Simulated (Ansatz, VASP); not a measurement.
# KCl in VASP and in Ansatz

INCAR

```
ALGO = Normal ; EDIFF = 1E-6
ENCUT = 520 ; GGA = PE
ISIF = 2 ; ISMEAR = 0
LASPH = T ; LCHARG = F
LREAL = F ; LWAVE = F
NBANDS = 15 ; NELM = 100
PREC = Accurate ; SIGMA = 0.05
```

File KPOINTS:

```
k-points
0
Gamma
  6 6 6
```

File POSCAR:

```
KCl
1.0
    0.0000000000      3.2507830000      3.1561000000
    3.1561000000      0.0000000000      3.1561000000
    3.1561000000      3.2507830000      0.0000000000
K Cl
1 1
Direct
    0.0000000000      0.0000000000      0.0000000000
    0.5000000000      0.5000000000      0.5000000000
```

Input for Ansatz:

```yaml
crystal:
  lattice:
    - [0.0, 3.250783, 3.1561]
    - [3.1561, 0.0, 3.1561]
    - [3.1561, 3.250783, 0.0]
  atoms:
    - { symbol: K, position: [0.0, 0.0, 0.0] }
    - { symbol: Cl, position: [0.5, 0.5, 0.5] }
basis:
  ecutwfc: 420
kpoints:
  mp_grid: { grid: [6, 6, 6] }
hamiltonian:
  xc: pbe
scf:
  occupations: { method: gaussian, width: 0.05 }
output:
  forces: true
  stress: true
  eigenvalues: true
```

Change from the starting cell: strain +0.0300 x Voigt [0, 1, 0, 0, 0, 0], atoms carried along.

Alike in both runs: task single point; functional PBE; k mesh 6 × 6 × 6; occupations gaussian, width 0.05 eV; no spin polarisation.

|  | VASP | Ansatz |
| --- | --- | --- |
| version | VASP 6.6.1 | Ansatz 0.2.0 |
| potentials or method | VASP PAW PBE potentials, release 64 (K_sv, Cl), cutoff 520 eV | scalar-relativistic, plane waves, PAW |
| valence electrons in the cell | 16 | 16 |

Ansatz gave:

```
gap on the k mesh at the Fermi level (eV)                     : 5.05
least direct gap on the mesh (eV)                             : 5.05
pressure (GPa)                                                : 0.1
traceless stress, the component that is largest in VASP (GPa) : -0.56
```

Question: Which values does VASP return?

Answer: gap on the k mesh at the Fermi level (eV): 5.05; least direct gap on the mesh (eV): 5.05; pressure (GPa): 0.1; traceless stress, the component that is largest in VASP (GPa): -0.57.

With one functional, cell and mesh, what is left measures potentials, basis and numerics.
